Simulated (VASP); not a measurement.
Cd:

```
Cd
1.0
     0.00000    2.21000    2.21000
     2.21000    0.00000    2.21000
     2.21000    2.21000    0.00000
Cd
1
Direct
  0.00000 0.00000 0.00000
```

This isn't the form of Cd at room conditions, which is hcp.

* Program: VASP 6.6.1
* Task: relaxation of cell and atoms
* Functional: LDA
* Potentials or basis: VASP PAW LDA potentials, release 64 (Cd)
* Cutoff: 500 eV
* k mesh: 18 × 18 × 18
* Occupations: gaussian, width 0.05 eV
* Spin: no spin polarisation

At the start: pressure -4.0 GPa; volume 21.59 Å³/atom.

Problem. Where does the relaxation end?

Solution. Over 3 steps the energy falls by 19.9 meV/atom and the volume is 20.11 Å³/atom (-6.9 %); space group Fm-3m (No. 225, to 0.1 Å) before and after.

The path:
| step | energy change (eV) | largest force (eV/Å) | pressure (GPa) | volume (Å³) |
| --- | --- | --- | --- | --- |
| 1 | 0.0000 | 0.0000 | -3.96 | 21.59 |
| 2 | -0.0197 | 0.0000 | 0.52 | 19.96 |
| 3 | -0.0199 | 0.0000 | 0.02 | 20.11 |

Final structure:
```
Cd
1.0
     0.00000    2.15833    2.15833
     2.15833    0.00000    2.15833
     2.15833    2.15833    0.00000
Cd
1
Direct
  0.00000 0.00000 0.00000
```
